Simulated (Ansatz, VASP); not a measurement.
## Two plane-wave programs on AlGa

```
Al Ga
1.0
     4.13324    0.00000    0.00000
    -2.06662    3.57949    0.00000
     0.00000    0.00000    5.33327
Al Ga
2 2
Direct
  0.00000 0.00000 0.00000
  0.00000 0.00000 0.50000
  0.33333 0.66667 0.25000
  0.66667 0.33333 0.75000
```

Change from the starting cell: species swapped into the CoSb type (P6_3/mmc, No. 194).

Alike in both runs: functional PBE; k mesh 12 × 12 × 10; occupations gaussian, width 0.1 eV; no spin polarisation.

Ansatz relaxed the structure, and its values are those at the end. VASP's run is a single point on that final structure, the one shown.

|  | VASP | Ansatz |
| --- | --- | --- |
| version | VASP 6.6.1 | Ansatz 0.2.0 |
| potentials or method | VASP PAW PBE potentials, release 64 (Al, Ga_d), cutoff 500 eV | scalar-relativistic, plane waves, PAW |
| valence electrons in the cell | 32 | 32 |

```tsv
	VASP	Ansatz	Ansatz less VASP
gap on the k mesh at the Fermi level (eV)	none	none	-
pressure (GPa)	0.0	0.0	0.00
```

A gap of «none» marks a metal or a gap that the smearing closes.
